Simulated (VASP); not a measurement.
# Al (I4/mmm) in VASP: a series of runs

Al is run at these levels: LDA; tasks: single point.

Program: VASP 6.6.1. These are calculated values, not measurements. Logs are shortened: lines on timing, memory, paths and dates and some standing lists are left out, and cuts for length are marked.

## (1) The cell of the first run

The structure is tetragonal, space group I4/mmm (No. 139). The conventional cell has a = 2.791 Å, b = 2.791 Å, c = 4.149 Å, α = 90.00°, β = 90.00°, γ = 90.00°. Within 3.7 Å of Al (site symmetry 4/mmm) lie 12 Al at 2.79 to 2.86 Å.

## (2) Single point, LDA (strain -0.025 along x and y, +0.025 along z)

Input file INCAR:

```
SYSTEM = Al
PREC = Accurate
ENCUT = 520
EDIFF = 1E-6
ISMEAR = 0
SIGMA = 0.15
LREAL = .FALSE.
LASPH = .TRUE.
NELM = 60
ALGO = Normal
ISIF = 2
LWAVE = .FALSE.
LCHARG = .FALSE.
GGA = CA
NBANDS = 8
```

Input file KPOINTS:

```
regular mesh
0
G
  20 20 20
  0 0 0
```

Input file POSCAR:

```
Al
1.0
    0.0000000000      1.9733805000      2.0745795000
    1.9733805000      0.0000000000      2.0745795000
    1.9733805000      1.9733805000      0.0000000000
Al
1
Direct
    0.0000000000      0.0000000000      0.0000000000
```

Potentials or basis: VASP PAW LDA potentials, release 64 (Al).

Run with:

```
$ cat potpaw_LDA.64/Al/POTCAR > POTCAR
$ mpirun -np 1 vasp_std > vasp.out
```

OUTCAR:

```text
SYSTEM = Al
   PREC = Accurate
   ENCUT = 520
   EDIFF = 1E-6
   ISMEAR = 0
   LREAL = .FALSE.
   LASPH = .TRUE.
   NELM = 60
   ISIF = 2
   GGA = CA

 ion  position               nearest neighbor table
   1  0.000  0.000  0.000-

  LATTYP: Found a body centered tetragonal cell.
 ALAT       =     2.7907814668
 C/A-ratio  =     1.4867373348

  Lattice vectors:

 A1 = (  -1.9733805000,   0.0000000000,   2.0745795000)
 A2 = (   1.9733805000,   0.0000000000,   2.0745795000)
 A3 = (   0.0000000000,   1.9733805000,  -2.0745795000)

Analysis of symmetry for initial positions (statically):
=====================================================================
 Subroutine PRICEL returns:
 Original cell was already a primitive cell.

 Routine SETGRP: Setting up the symmetry group for a
 body centered tetragonal supercell.

 Subroutine GETGRP returns: Found 16 space group operations
 (whereof 16 operations were pure point group operations)
 out of a pool of 16 trial point group operations.

The static configuration has the point symmetry D_4h.

Analysis of symmetry for dynamics (positions and initial velocities):
=====================================================================
 Subroutine PRICEL returns:
 Original cell was already a primitive cell.

 Routine SETGRP: Setting up the symmetry group for a
 body centered tetragonal supercell.

 Subroutine GETGRP returns: Found 16 space group operations
 (whereof 16 operations were pure point group operations)
 out of a pool of 16 trial point group operations.

The dynamic configuration has the point symmetry D_4h.

 Subroutine INISYM returns: Found 16 space group operations
 (whereof 16 operations are pure point group operations),
 and found     1 'primitive' translations

----------------------------------------------------------------------------------------

                                     Primitive cell

  volume of cell :      16.1578

  direct lattice vectors                    reciprocal lattice vectors
     0.000000000  1.973380500  2.074579500    -0.253372322  0.253372322  0.241012697
     1.973380500  0.000000000  2.074579500     0.253372322 -0.253372322  0.241012697
     1.973380500  1.973380500  0.000000000     0.253372322  0.253372322 -0.241012697

  length of vectors
     2.863234307  2.863234307  2.790781467     0.431835834  0.431835834  0.431835834

  position of ions in fractional coordinates (direct lattice)
     0.000000000  0.000000000  0.000000000

  ion indices of the primitive-cell ions
[... 77 lines left out ...]
   NSW    =      0    number of steps for IOM
   IBRION =     -1    ionic relax: 0-MD 1-quasi-New 2-CG
   NFREE  =      0    steps in history (QN), initial steepest desc. (CG)
   ISIF   =      2    stress and relaxation
   ISYM   =      2    0-nonsym 1-usesym 2-fastsym
   POTIM  = 0.5000    time-step for ionic-motion
   TEBEG  =    0.0;   TEEND  =   0.0 temperature during run
   PSTRESS=    0.0 pullay stress
   NELECT =       3.0000    total number of electrons
   NUPDOWN=      -1.0000    fix difference up-down
   EMIN   =  10.00;   EMAX   =-10.00  energy-range for DOS
   EFERMI =   0.00;   METHOD = LEGACY
   ISMEAR =     0;   SIGMA  =   0.15  broadening in eV -4-tet -1-fermi 0-gaus
   EFERMI_NEDOS =   21; number of points for ismear=-14 and -15
   IALGO  =     38    algorithm
   IMIX   =      4    mixing-type and parameters
     AMIX     =   0.40;   BMIX     =  1.00
     AMIX_MAG =   1.60;   BMIX_MAG =  1.00
  volume/ion in A,a.u.               =      16.16       109.04
  Fermi-wavevector in a.u.,A,eV,Ry     =   0.933945  1.764900 11.867728  0.872253
  Thomas-Fermi vector in A             =   2.060699
   LORBIT       =      0    0 simple, 1 ext, 2 COOP (PROOUT), +10 PAW based schemes
   GGA     = CA    functional components
   LHFCALC =     F    Hartree Fock is set to
   AEXX    =    0.0000 exact exchange contribution
   IVDW    =     0    specifies the selected vdW correction
   LEPSILON=     F    determine dielectric tensor
   LRPA    =     F    only Hartree local field effects (RPA)
 non-spin polarized calculation
 Gauss-broadening in eV      SIGMA  =   0.15
  energy-cutoff  :      520.00
  volume of cell :       16.16
 maximum number of plane-waves:       452
 NGX is ok and might be reduce to    24
   NGX = 11   NGY = 11   NGZ = 11

 number of electron       3.0000000 magnetization

 Free energy of the ion-electron system (eV)
  ---------------------------------------------------
  ext. energy  EPLUGINS =         0.00000000
  ---------------------------------------------------
  free energy    TOTEN  =        -4.18751954 eV

  energy without entropy =       -4.18288335  energy(sigma->0) =       -4.18520144

 E-fermi :   8.0245     XC(G=0): -10.4215

 val. band max:        8.0182369814   @ k =  -0.3000   0.1000   0.0500
 cond. band min:       8.0295612788   @ k =  -0.3000   0.4500   0.2000
 fundamental gap:      0.0113242974
 Fermi energy:         8.0244572730

 k-point     1 :       0.0000    0.0000    0.0000
  band No.  band energies     occupation
      1      -3.2348      2.00000
      2      20.3484      0.00000
      3      20.9154      0.00000
      4      20.9154      0.00000
      5      22.1455      0.00000
      6      22.1455      0.00000
      7      22.2757      0.00000
      8      24.8147      0.00000
[... 243 lines left out ...]
 k-point    24 :      -0.3500    0.0500    0.0000
  band No.  band energies     occupation
      1       0.5191      2.00000
      2       7.3993      2.00000
      3      16.7246      0.00000
      4      20.3988      0.00000
      5      20.7204      0.00000
      6      21.2076      0.00000
      7      23.3812      0.00000
      8      25.1406      0.00000

 [... further k-points ...]

------------------------ aborting loop because EDIFF is reached ----------------------------------------

  FORCE on cell =-STRESS in cart. coord.  units (eV):
  Direction    XX          YY          ZZ          XY          YZ          ZX
  --------------------------------------------------------------------------------------
  -------------------------------------------------------------------------------------
  Total       -0.0713069     -0.0713069     -0.3396885      0.0000000      0.0000000      0.0000000
  in kB       -7.0706645     -7.0706645    -33.6829199      0.0000000      0.0000000      0.0000000
  external PRESSURE =     -15.9414163 kB  Pullay stress =       0.0000000 kB

 VOLUME and BASIS-vectors are now :
 -----------------------------------------------------------------------------
  energy-cutoff  :      520.00
  volume of cell :       16.16
      direct lattice vectors                 reciprocal lattice vectors
     0.000000000  1.973380500  2.074579500    -0.253372322  0.253372322  0.241012697
     1.973380500  0.000000000  2.074579500     0.253372322 -0.253372322  0.241012697
     1.973380500  1.973380500  0.000000000     0.253372322  0.253372322 -0.241012697

 POSITION                                       TOTAL-FORCE (eV/Angst)
 -----------------------------------------------------------------------------------
      0.00000      0.00000      0.00000         0.000000      0.000000     -0.000000
 -----------------------------------------------------------------------------------
    total drift:                                0.000000     -0.000000     -0.000000

  FREE ENERGIE OF THE ION-ELECTRON SYSTEM (eV)
  ---------------------------------------------------
  free  energy   TOTEN  =        -4.1875195373 eV

  energy  without entropy=       -4.1828833474  energy(sigma->0) =       -4.18520144
```

OSZICAR:

```text
N       E                     dE             d eps       ncg     rms          rms(c)
DAV:   1    -0.279823927702E+01   -0.27982E+01   -0.88672E+02 10320   0.207E+02
DAV:   2    -0.421011549815E+01   -0.14119E+01   -0.13641E+01 14336   0.189E+01
DAV:   3    -0.421674678065E+01   -0.66313E-02   -0.66284E-02 12928   0.143E+00
DAV:   4    -0.421675796370E+01   -0.11183E-04   -0.11183E-04 16256   0.562E-02
DAV:   5    -0.421675797255E+01   -0.88465E-08   -0.97971E-08 13056   0.865E-04    0.140E+00
DAV:   6    -0.419900839263E+01    0.17750E-01   -0.25278E-03 13528   0.199E-01    0.785E-01
DAV:   7    -0.418754359410E+01    0.11465E-01   -0.63145E-03 13048   0.309E-01    0.163E-01
DAV:   8    -0.418751973426E+01    0.23860E-04   -0.19448E-05 15480   0.287E-02    0.143E-02
DAV:   9    -0.418751953732E+01    0.19695E-06   -0.12308E-07 13992   0.168E-03
   1 F= -.41875195E+01 E0= -.41852014E+01  d E =-.463619E-02
```

stdout:

```text
POSCAR found type information on POSCAR Al
 POSCAR found :  1 types and       1 ions
 scaLAPACK will be used
 LDA part: xc-table for (Slater(with rela. corr.)+CA(PZ))
 , standard interpolation
 POSCAR, INCAR and KPOINTS ok, starting setup
 FFT: planning ... GRIDC
 FFT: planning ... GRID_SOFT
 FFT: planning ... GRID
 WAVECAR not read
 entering main loop
```

Run time: 41 s. Hardware: 1 thread of Intel Xeon 8259CL, shared host; peak memory 0.18 GiB.

Results:

* Free energy: -4.1875 eV
* Pressure: -1.6 GPa
* Band gap on the k mesh: zero (an odd number of electrons rules out a gap without spin polarisation)

Stress tensor (GPa, compression positive):
```
-0.71  0.00  0.00
 0.00 -0.71  0.00
 0.00  0.00 -3.37
```

Caveat: the cell differs from its parent crystal (strain -0.025 along x and y, +0.025 along z).

## (3) Single point, LDA (strain -0.025 along x and y, +0.050 along z)

Input file INCAR:

```
ALGO     = Fast           # electronic algorithm
EDIFF    = 1E-7           # SCF threshold, eV
ENCUT    = 520            # plane-wave cutoff, eV
ISIF     = 2              # what is computed and relaxed
ISMEAR   = 0              # smearing method
LASPH    = T              # aspherical terms in the spheres
LCHARG   = T              # write CHGCAR
LELF     = T              # ELF
LREAL    = F              # projectors in reciprocal space
LVHAR    = T            
LWAVE    = F              # write WAVECAR
NBANDS   = 8              # bands
NELM     = 60             # most SCF steps
PREC     = Accurate       # precision mode
SIGMA    = 0.15           # smearing width, eV
```

Input file KPOINTS:

```
k-points
0
Gamma
  20 20 20
```

Input file POSCAR:

```
Al
1.0
    0.0000000000      1.9733805000      2.1251790000
    1.9733805000      0.0000000000      2.1251790000
    1.9733805000      1.9733805000      0.0000000000
Al
1
Direct
    0.0000000000      0.0000000000      0.0000000000
```

Potentials or basis: VASP PAW LDA potentials, release 64 (Al).

Run with:

```
$ cat potpaw_LDA.64/Al/POTCAR > POTCAR
$ mpirun -np 1 vasp_std > vasp.out
```

It took 54 s on 1 thread of Intel Xeon 8259CL, shared host; peak memory 0.18 GiB.

The run converged. Its results:

```
Free energy            : -4.1762 eV
Pressure               : -3.1 GPa
Band gap on the k mesh : zero (an odd number of electrons rules out a gap without spin polarisation)
```

Stress tensor (GPa, compression positive):
```
-1.74  0.00  0.00
 0.00 -1.74  0.00
 0.00  0.00 -5.83
```

Levels at points of the mesh, in eV from the Fermi level:
```
           k point  band 1  band 2  band 3  band 4
(0.00, 0.00, 0.00)  -11.05   12.09   12.92   12.92
(0.50, 0.00, 0.00)   -4.50   -4.35   10.10   10.48
(0.50, 0.50, 0.00)   -3.51   -2.59    5.89    6.47
(0.50, 0.00, 0.50)   -2.50   -1.08    4.88    5.11
```

Caveat: the cell differs from its parent crystal (strain -0.025 along x and y, +0.050 along z); the cell stands under tension.

## (4) Single point, LDA (strain +0.000 along x and y, +0.025 along z)

Input file INCAR:

```
SYSTEM = Al
PREC = Accurate
ENCUT = 520
EDIFF = 1E-6
ISMEAR = 0
SIGMA = 0.15
LREAL = .False.
LASPH = .True.
NELM = 80
ALGO = Normal
ISIF = 2
LWAVE = .False.
LCHARG = .False.
NBANDS = 8
```

Input file KPOINTS:

```
Automatic mesh
0
Gamma
  20 20 20
  0 0 0
```

Input file POSCAR:

```
Al
1.0
    0.0000000000      2.0239800000      2.0745795000
    2.0239800000      0.0000000000      2.0745795000
    2.0239800000      2.0239800000      0.0000000000
Al
1
Direct
    0.0000000000      0.0000000000      0.0000000000
```

Potentials or basis: VASP PAW LDA potentials, release 64 (Al).

Run with:

```
$ cat potpaw_LDA.64/Al/POTCAR > POTCAR
$ mpirun -np 1 vasp_std > vasp.out
```

OUTCAR:

```text
SYSTEM = Al
   PREC = Accurate
   ENCUT = 520
   EDIFF = 1E-6
   ISMEAR = 0
   LREAL = .False.
   LASPH = .True.
   NELM = 80
   ISIF = 2

 ion  position               nearest neighbor table
   1  0.000  0.000  0.000-

  LATTYP: Found a body centered tetragonal cell.
 ALAT       =     2.8623399660
 C/A-ratio  =     1.4495689014

  Lattice vectors:

 A1 = (  -2.0239800000,   0.0000000000,   2.0745795000)
 A2 = (   2.0239800000,   0.0000000000,   2.0745795000)
 A3 = (   0.0000000000,   2.0239800000,  -2.0745795000)

Analysis of symmetry for initial positions (statically):
=====================================================================
 Subroutine PRICEL returns:
 Original cell was already a primitive cell.

 Routine SETGRP: Setting up the symmetry group for a
 body centered tetragonal supercell.

 Subroutine GETGRP returns: Found 16 space group operations
 (whereof 16 operations were pure point group operations)
 out of a pool of 16 trial point group operations.

The static configuration has the point symmetry D_4h.

Analysis of symmetry for dynamics (positions and initial velocities):
=====================================================================
[... 162 lines left out ...]
 Fermi energy:         7.5232183735

 k-point     1 :       0.0000    0.0000    0.0000
  band No.  band energies     occupation
      1      -3.4108      2.00000
      2      19.7269      0.00000
      3      19.9955      0.00000
      4      19.9955      0.00000
      5      20.9760      0.00000
      6      20.9760      0.00000
      7      21.0398      0.00000
      8      23.8949      0.00000
[... 243 lines left out ...]
 k-point    24 :      -0.3500    0.0500    0.0000
  band No.  band energies     occupation
      1       0.1999      2.00000
      2       6.9175      2.00000
      3      16.2226      0.00000
      4      19.0937      0.00000
      5      19.5642      0.00000
      6      20.4064      0.00000
      7      22.1985      0.00000
      8      24.3196      0.00000

 [... further k-points ...]

------------------------ aborting loop because EDIFF is reached ----------------------------------------

  FORCE on cell =-STRESS in cart. coord.  units (eV):
  Direction    XX          YY          ZZ          XY          YZ          ZX
  --------------------------------------------------------------------------------------
  -------------------------------------------------------------------------------------
  Total       -0.5006577     -0.5006577     -0.6238725      0.0000000      0.0000000      0.0000000
  in kB      -47.1931508    -47.1931508    -58.8076625      0.0000000      0.0000000      0.0000000
  external PRESSURE =     -51.0646547 kB  Pullay stress =       0.0000000 kB

 VOLUME and BASIS-vectors are now :
 -----------------------------------------------------------------------------
  energy-cutoff  :      520.00
  volume of cell :       17.00
      direct lattice vectors                 reciprocal lattice vectors
     0.000000000  2.023980000  2.074579500    -0.247038014  0.247038014  0.241012697
     2.023980000  0.000000000  2.074579500     0.247038014 -0.247038014  0.241012697
     2.023980000  2.023980000  0.000000000     0.247038014  0.247038014 -0.241012697

 POSITION                                       TOTAL-FORCE (eV/Angst)
 -----------------------------------------------------------------------------------
      0.00000      0.00000      0.00000         0.000000      0.000000      0.000000
 -----------------------------------------------------------------------------------
    total drift:                               -0.000000      0.000000     -0.000000

  FREE ENERGIE OF THE ION-ELECTRON SYSTEM (eV)
  ---------------------------------------------------
  free  energy   TOTEN  =        -4.1725791183 eV

  energy  without entropy=       -4.1675049072  energy(sigma->0) =       -4.17004201
```

OSZICAR:

```text
N       E                     dE             d eps       ncg     rms          rms(c)
DAV:   1    -0.279422672153E+01   -0.27942E+01   -0.88866E+02 10344   0.207E+02
DAV:   2    -0.419395843015E+01   -0.13997E+01   -0.13466E+01 14400   0.186E+01
DAV:   3    -0.420099476384E+01   -0.70363E-02   -0.70319E-02 13072   0.145E+00
DAV:   4    -0.420100698248E+01   -0.12219E-04   -0.12218E-04 16280   0.567E-02
DAV:   5    -0.420100699332E+01   -0.10834E-07   -0.11274E-07 12904   0.913E-04    0.131E+00
DAV:   6    -0.418369217062E+01    0.17315E-01   -0.29050E-03 13520   0.211E-01    0.736E-01
DAV:   7    -0.417260337708E+01    0.11089E-01   -0.71863E-03 13128   0.326E-01    0.153E-01
DAV:   8    -0.417257930022E+01    0.24077E-04   -0.19616E-05 15224   0.296E-02    0.143E-02
DAV:   9    -0.417257911834E+01    0.18187E-06   -0.13843E-07 14248   0.173E-03
   1 F= -.41725791E+01 E0= -.41700420E+01  d E =-.507421E-02
```

Run time: 55 s. Hardware: 1 thread of Intel Xeon 8259CL, shared host; peak memory 0.18 GiB.

What came out:

| Property | Result |
| --- | --- |
| Free energy | -4.1726 eV |
| Pressure | -5.1 GPa |
| Band gap on the k mesh | zero (an odd number of electrons rules out a gap without spin polarisation) |

Stress tensor (GPa, compression positive):
```
-4.72  0.00  0.00
 0.00 -4.72  0.00
 0.00  0.00 -5.88
```

Caveat: the cell differs from its parent crystal (strain +0.000 along x and y, +0.025 along z); the cell stands under tension.

## (5) Overview

| cell | gap on the mesh (eV) | pressure (GPa) |
| --- | --- | --- |
| a = 2.863, b = 2.863, c = 2.791 Å, angles 60.8, 60.8, 58.3°, 1 atom | none | -1.6 |
| a = 2.900, b = 2.900, c = 2.791 Å, angles 61.2, 61.2, 57.5°, 1 atom | none | -3.1 |
| a = 2.898, b = 2.898, c = 2.862 Å, angles 60.4, 60.4, 59.2°, 1 atom | none | -5.1 |

Alike in all rows: task single point; level LDA; potentials or basis VASP PAW LDA potentials, release 64 (Al); no spin polarisation; k mesh 20 × 20 × 20; cutoff (eV) 520; smearing gaussian 0.15 eV.

Caveats: the cell stands under tension (at least some runs).

Total energies depend on the potentials used, so only differences within one code and one set of settings carry meaning.
